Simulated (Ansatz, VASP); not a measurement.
**MgS: VASP beside Ansatz**

```xyz
4
Lattice="2.8486 2.8486 0.0000 -2.8486 2.8486 0.0000 0.1209 0.1209 5.6972" Properties=species:S:1:pos:R:3 pbc="T T T"
Mg    0.0111    0.0111   -0.0006
Mg    0.0715    2.9201    2.8480
S     1.4434    1.4434    1.4249
S    -1.3447    1.5039    4.2736
```

Change from the starting cell: shear of c along a, cell held, atoms relaxed: +3.0 %.

Alike in both runs: functional PBE; k mesh 6 × 6 × 4; occupations gaussian, width 0.02 eV; no spin polarisation.

Ansatz relaxed the structure, and its values are those at the end. VASP's run is a single point on that final structure, the one shown.

|  | VASP | Ansatz |
| --- | --- | --- |
| version | VASP 6.6.1 | Ansatz 0.2.0 |
| potentials or method | VASP PAW PBE potentials, release 64 (Mg, S), cutoff 520 eV | scalar-relativistic, plane waves, PAW |
| valence electrons in the cell | 16 | 32 |

Ansatz gave:

```
gap on the k mesh at the Fermi level (eV) : 3.28
least direct gap on the mesh (eV)         : 3.28
pressure (GPa)                            : 0.0
```

Question: What did VASP give for the same quantities?

Answer: gap on the k mesh at the Fermi level (eV): 3.27; least direct gap on the mesh (eV): 3.27; pressure (GPa): -0.2.

The functional is the same, so the differences come from potentials, cutoffs and numerics. VASP's potentials hold 16 valence electrons a cell and Ansatz's 32, so a difference there can come from the potentials and not from the codes. Ansatz's warnings: stress scf threshold loose.
